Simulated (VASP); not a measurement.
# GeH2 (Fm-3m) in VASP: vibrations by perturbation theory with LDA

Aim: the vibrations by perturbation theory of GeH2 with LDA.

Program: VASP 6.6.1. These are calculated values, not measurements. Logs are shortened: lines on timing, memory, paths and dates and some standing lists are left out, and cuts for length are marked.

**1. The cell of the first run**

Symmetry: Fm-3m, No. 225, cubic system. Conventional cell: a = 4.592 Å, b = 4.592 Å, c = 4.592 Å, α = 90.00°, β = 90.00°, γ = 90.00°. Within 2.6 Å of Ge (site symmetry m-3m) lie 8 H at 1.99 Å. Within 2.6 Å of H (site symmetry -43m) lie 4 Ge at 1.99 Å and 6 H at 2.30 Å.

**2. Vibrations by perturbation theory, LDA**

Input file INCAR:

```
PREC = Accurate ; ENCUT = 520
EDIFF = 1E-8 ; ISMEAR = -1
SIGMA = 0.15 ; LREAL = F
LASPH = T ; NELM = 100
ALGO = Normal ; ISIF = 2
LWAVE = F ; LCHARG = F
GGA = CA ; NBANDS = 15
IBRION = 8 ; NSW = 1
```

Input file KPOINTS:

```
Automatic mesh
0
Gamma
  16 16 16
```

Input file POSCAR:

```
GeH2
1.0
    0.0000000000      2.2962000000      2.2962000000
    2.2962000000      0.0000000000      2.2962000000
    2.2962000000      2.2962000000      0.0000000000
Ge H
1 2
Direct
    0.0000000000      0.0000000000      0.0000000000
    0.2500000000      0.2500000000      0.2500000000
    0.7500000000      0.7500000000      0.7500000000
```

Potentials or basis: VASP PAW LDA potentials, release 64 (Ge_d, H).

Run with:

```sh
$ cat potpaw_LDA.64/Ge_d/POTCAR potpaw_LDA.64/H/POTCAR > POTCAR
$ mpirun -np 1 vasp_std > vasp.out
```

OUTCAR:

```text
PREC = Accurate
   ENCUT = 520
   EDIFF = 1E-8
   ISMEAR = -1
   LREAL = F
   LASPH = T
   NELM = 100
   ISIF = 2
   GGA = CA
   IBRION = 8
   NSW = 1

 ion  position               nearest neighbor table
   1  0.000  0.000  0.000-
   2  0.250  0.250  0.250-
   3  0.750  0.750  0.750-

  LATTYP: Found a face centered cubic cell.
 ALAT       =     4.5924000000

  Lattice vectors:

 A1 = (   0.0000000000,   2.2962000000,   2.2962000000)
 A2 = (   2.2962000000,   0.0000000000,   2.2962000000)
 A3 = (   2.2962000000,   2.2962000000,   0.0000000000)

Analysis of symmetry for initial positions (statically):
=====================================================================
 Subroutine PRICEL returns:
 Original cell was already a primitive cell.

 Routine SETGRP: Setting up the symmetry group for a
 face centered cubic supercell.

 Subroutine GETGRP returns: Found 48 space group operations
 (whereof 48 operations were pure point group operations)
 out of a pool of 48 trial point group operations.

The static configuration has the point symmetry O_h .

Analysis of symmetry for dynamics (positions and initial velocities):
=====================================================================
 Subroutine PRICEL returns:
 Original cell was already a primitive cell.

 Routine SETGRP: Setting up the symmetry group for a
 face centered cubic supercell.

 Subroutine GETGRP returns: Found 48 space group operations
 (whereof 48 operations were pure point group operations)
 out of a pool of 48 trial point group operations.

The dynamic configuration has the point symmetry O_h .

 Subroutine INISYM returns: Found 48 space group operations
 (whereof 48 operations are pure point group operations),
 and found     1 'primitive' translations

----------------------------------------------------------------------------------------

                                     Primitive cell

  volume of cell :      24.2136

  direct lattice vectors                    reciprocal lattice vectors
     0.000000000  2.296200000  2.296200000    -0.217751067  0.217751067  0.217751067
     2.296200000  0.000000000  2.296200000     0.217751067 -0.217751067  0.217751067
     2.296200000  2.296200000  0.000000000     0.217751067  0.217751067 -0.217751067

  length of vectors
     3.247317182  3.247317182  3.247317182     0.377155911  0.377155911  0.377155911

  position of ions in fractional coordinates (direct lattice)
     0.000000000  0.000000000  0.000000000
     0.250000000  0.250000000  0.250000000
     0.750000000  0.750000000  0.750000000

  ion indices of the primitive-cell ions
   primitive index   ion index
                 1           1
                 2           2
                 3           3

----------------------------------------------------------------------------------------

 KPOINTS: Automatic mesh

Automatic generation of k-mesh.
 Grid dimensions read from file:
 generate k-points for:   16   16   16

 Generating k-lattice:

  Cartesian coordinates                     Fractional coordinates (reciprocal lattice)
    -0.013609442  0.013609442  0.013609442     0.062500000  0.000000000  0.000000000
     0.013609442 -0.013609442  0.013609442     0.000000000  0.062500000  0.000000000
     0.013609442  0.013609442 -0.013609442     0.000000000  0.000000000  0.062500000

[... 95 lines left out ...]
 number of electron      15.9999994 magnetization

 Free energy of the ion-electron system (eV)
  ---------------------------------------------------
  ext. energy  EPLUGINS =         0.00000000
  ---------------------------------------------------
  free energy    TOTEN  =       -10.45599906 eV

  energy without entropy =      -10.40752820  energy(sigma->0) =      -10.43176363

 E-fermi :   6.0925     XC(G=0): -11.4497

 val. band max:        6.0845051256   @ k =  -0.0625   0.0625   0.0000
 cond. band min:       6.1220417482   @ k =  -0.3125   0.3125   0.1250
 fundamental gap:      0.0375366226
 Fermi energy:         6.0924784406

 k-point     1 :       0.0000    0.0000    0.0000
  band No.  band energies     occupation
      1     -19.0766      2.00000
      2     -19.0766      2.00000
      3     -19.0766      2.00000
      4     -19.0380      2.00000
      5     -19.0380      2.00000
      6      -8.6438      2.00000
      7       6.5474      0.09194
      8      11.4855      0.00000
      9      11.4855      0.00000
     10      11.4855      0.00000
     11      14.4347      0.00000
     12      15.6441      0.00000
     13      15.6441      0.00000
     14      15.6441      0.00000
[... 401 lines left out ...]
      2     -19.0741      2.00000
      3     -19.0727      2.00000
      4     -19.0390      2.00000
      5     -19.0370      2.00000
      6      -8.4294      2.00000
      7       6.0845      1.02657
      8       9.6339      0.00000
      9      10.8047      0.00000
     10      11.4640      0.00000
     11      14.5772      0.00000
     12      15.8496      0.00000
     13      17.1875      0.00000
     14      17.2911      0.00000
     15      19.2721      0.00000

 [... further k-points ...]
[... 5 lines left out ...]
  --------------------------------------------------------------------------------------
  -------------------------------------------------------------------------------------
  Total        1.5245263      1.5245263      1.5245263     -0.0000000     -0.0000000      0.0000000
  in kB      100.8756545    100.8756545    100.8756545     -0.0000000     -0.0000000      0.0000000
  external PRESSURE =     100.8756545 kB  Pullay stress =       0.0000000 kB

 VOLUME and BASIS-vectors are now :
 -----------------------------------------------------------------------------
  energy-cutoff  :      520.00
  volume of cell :       24.21
      direct lattice vectors                 reciprocal lattice vectors
     0.000000000  2.296200000  2.296200000    -0.217751067  0.217751067  0.217751067
     2.296200000  0.000000000  2.296200000     0.217751067 -0.217751067  0.217751067
     2.296200000  2.296200000  0.000000000     0.217751067  0.217751067 -0.217751067

 POSITION                                       TOTAL-FORCE (eV/Angst)
 -----------------------------------------------------------------------------------
      0.00000      0.00000      0.00000        -0.000000     -0.000000     -0.000000
      1.14810      1.14810      1.14810        -0.000000     -0.000000      0.000000
      3.44430      3.44430      3.44430         0.000000      0.000000     -0.000000
 -----------------------------------------------------------------------------------
    total drift:                               -0.000000      0.000000      0.000000

  FREE ENERGIE OF THE ION-ELECTRON SYSTEM (eV)
  ---------------------------------------------------
  free  energy   TOTEN  =       -10.4559990559 eV

  energy  without entropy=      -10.4075282028  energy(sigma->0) =      -10.43176363

[... ionic steps 2 to 3 ...]

--------------------------------------- Ionic step        4  -------------------------------------------

------------------------ aborting loop because EDIFF is reached ----------------------------------------

[... ionic steps 5 to 6 ...]

--------------------------------------- Ionic step        7  -------------------------------------------

 Free energy of the ion-electron system (eV)
  ---------------------------------------------------
  ---------------------------------------------------
  free energy    TOTEN  =        -0.01544832 eV

  energy without entropy =       -0.01544832

------------------------ aborting loop because EDIFF is reached ----------------------------------------

 INTERNAL STRAIN TENSOR  FOR ION    2  DIRECTION 1   (eV/Angst):
 -----------------------------------------------------------------------------
    -0.00020  0.00000  0.00000
     0.00000 -0.00005 -1.34337
     0.00000 -1.34337 -0.00005

 INTERNAL STRAIN TENSOR FOR ION    3 for displacements in x,y,z  (eV/Angst):
          X           Y           Z          XY          YZ          ZX
  --------------------------------------------------------------------------------
  x     0.00000     0.00000    -0.00000     0.00000     1.34337     0.00000
  y     0.00000     0.00000    -0.00000     0.00000     0.00000     1.34337
  z    -0.00000     0.00000     0.00000     1.34337     0.00000     0.00000

 SECOND DERIVATIVES (NOT SYMMETRIZED)
 ------------------------------------
               1X          1Y          1Z          2X          2Y          2Z          3X          3Y          3Z
  1X     0.783108    0.000000    0.000000   -0.391554    0.000000    0.000000   -0.391554    0.000000    0.000000
  1Y     0.000000    0.783108    0.000000    0.000000   -0.391554    0.000000    0.000000   -0.391554    0.000000
  1Z     0.000000    0.000000    0.783108    0.000000    0.000000   -0.391554    0.000000    0.000000   -0.391554
  2X    -0.385452    0.000000    0.000000   -1.234676    0.000000    0.000000    1.620128    0.000000    0.000000
  2Y     0.000000   -0.385452    0.000000    0.000000   -1.234676    0.000000    0.000000    1.620128    0.000000
  2Z     0.000000    0.000000   -0.385452    0.000000    0.000000   -1.234676    0.000000    0.000000    1.620128
  3X    -0.385452    0.000000    0.000000    1.620128    0.000000    0.000000   -1.234676    0.000000    0.000000
  3Y     0.000000   -0.385452    0.000000    0.000000    1.620128    0.000000    0.000000   -1.234676    0.000000
  3Z     0.000000    0.000000   -0.385452    0.000000    0.000000    1.620128    0.000000    0.000000   -1.234676

 Eigenvectors and eigenvalues of the dynamical matrix
 ----------------------------------------------------

   1 f  =   26.414285 THz   165.965850 2PiTHz  881.085720 cm-1   109.240657 meV
             X         Y         Z           dx          dy          dz
      0.000000  0.000000  0.000000    -0.000000   -0.000000   -0.000000
      1.148100  1.148100  1.148100     0.008676    0.707054    0.000000
      3.444300  3.444300  3.444300    -0.008676   -0.707054   -0.000000
[... 43 lines left out ...]
   9 f/i=    9.840765 THz    61.831350 2PiTHz  328.252589 cm-1    40.698116 meV
             X         Y         Z           dx          dy          dz
      0.000000  0.000000  0.000000     0.013165   -0.163839    0.014273
      1.148100  1.148100  1.148100    -0.055649    0.692570   -0.060333
      3.444300  3.444300  3.444300    -0.055649    0.692570   -0.060333

--------------------------------------------------------------------------------------------------------

 ELASTIC MODULI CONTR FROM IONIC RELAXATION (kBar)
 Direction    XX          YY          ZZ          XY          YZ          ZX
 --------------------------------------------------------------------------------
 XX          -0.0000     -0.0000      0.0000      0.0000     -0.0000     -0.0000
 YY          -0.0000     -0.0000      0.0000     -0.0000     -0.0000     -0.0000
 ZZ           0.0000      0.0000     -0.0000      0.0000      0.0000      0.0000
 XY           0.0000     -0.0000      0.0000    -83.6562     -0.0000      0.0000
 YZ          -0.0000     -0.0000      0.0000     -0.0000    -83.6562     -0.0000
 ZX          -0.0000     -0.0000      0.0000      0.0000     -0.0000    -83.6562
 --------------------------------------------------------------------------------
```

It took 6.7 min on 1 thread of Intel Xeon 8259CL, shared host; peak memory 0.53 GiB.

What came out:

```
Highest phonon frequency at Γ : 881 cm⁻¹
Most unstable mode            : 328i cm⁻¹
```

Phonon frequencies in cm⁻¹ (negative: imaginary):
| q point | frequencies |
| --- | --- |
| (0.000, 0.000, 0.000) | -328 -328 -328 0 0 0 881 881 881 |

Caveat: the cell stands under pressure or tension, which shifts response properties; some modes are imaginary.
